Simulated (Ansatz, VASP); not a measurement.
**One calculation of Li3Si2N, two programs**

File INCAR:

```
SYSTEM = Li3Si2N
PREC = Accurate
ENCUT = 600
EDIFF = 1E-6
ISMEAR = 0
SIGMA = 0.1
LREAL = .FALSE.
LASPH = .TRUE.
NELM = 80
ALGO = Normal
ISIF = 3
LWAVE = .FALSE.
LCHARG = .FALSE.
GGA = PE
IBRION = 2
NSW = 90
EDIFFG = -0.04
```

Contents of KPOINTS:

```
regular mesh
0
G
  6 6 4
  0 0 0
```

File POSCAR:

```
Li3Si2N
1.0
    2.1895930500     -3.3492886900      0.0000000000
    2.1895930500      3.3492886900      0.0000000000
    0.0000000000      0.0000000000      6.2232310900
Li Si N
3 2 1
Direct
    0.0000000000      0.0000000000      0.2699191000
    0.0000000000      0.0000000000      0.7300809000
    0.5000000000      0.5000000000      0.5000000000
    0.8738468100      0.1261531900      0.0000000000
    0.1261531900      0.8738468100      0.0000000000
    0.5000000000      0.5000000000      0.0000000000
```

Input for Ansatz:

```yaml
crystal:
  lattice:
    - [2.18959305, -3.34928869, 0.0]
    - [2.18959305, 3.34928869, 0.0]
    - [0.0, 0.0, 6.22323109]
  atoms:
    - { symbol: Li, position: [0.0, 0.0, 0.2699191] }
    - { symbol: Li, position: [0.0, 0.0, 0.7300809] }
    - { symbol: Li, position: [0.5, 0.5, 0.5] }
    - { symbol: Si, position: [0.87384681, 0.12615319, 0.0] }
    - { symbol: Si, position: [0.12615319, 0.87384681, 0.0] }
    - { symbol: "N", position: [0.5, 0.5, 0.0] }
basis:
  ecutwfc: 420
kpoints:
  mp_grid: { grid: [6, 6, 4] }
hamiltonian:
  xc: pbe
scf:
  occupations: { method: gaussian, width: 0.1 }
  lower_state_search: "off"
output:
  forces: true
  stress: true
  eigenvalues: true
relax:
  adjacent_minimum: "off"
  f_tol: 0.04
  max_steps: 70
  cell: { stress_tol: 0.4 }
```

Alike in both runs: task relaxation of cell and atoms; functional PBE; k mesh 6 × 6 × 4; occupations gaussian, width 0.1 eV; no spin polarisation.

|  | VASP | Ansatz |
| --- | --- | --- |
| version | VASP 6.6.1 | Ansatz 0.2.0 |
| potentials or method | VASP PAW PBE potentials, release 64 (Li_sv, Si, N), cutoff 600 eV | scalar-relativistic, plane waves, PAW |
| valence electrons in the cell | 22 | 22 |

Ansatz gave:

| Item | Value |
| --- | --- |
| gap on the k mesh at the Fermi level, each at its own relaxed structure (eV) | none |
| relaxed volume (Å³/atom) | 16.15 |
| relaxed length of the cell vector where the two differ most in proportion (Å) | 5.139 |

Question: Which values does VASP return?

Answer: gap on the k mesh at the Fermi level, each at its own relaxed structure (eV): none; relaxed volume (Å³/atom): 15.91; relaxed length of the cell vector where the two differ most in proportion (Å): 5.085.

A gap of «none» marks a metal or a gap that the smearing closes.

Noted on VASP's run: the cutoff is under 1.25 times that of the potentials, so the pressure is a little rough.
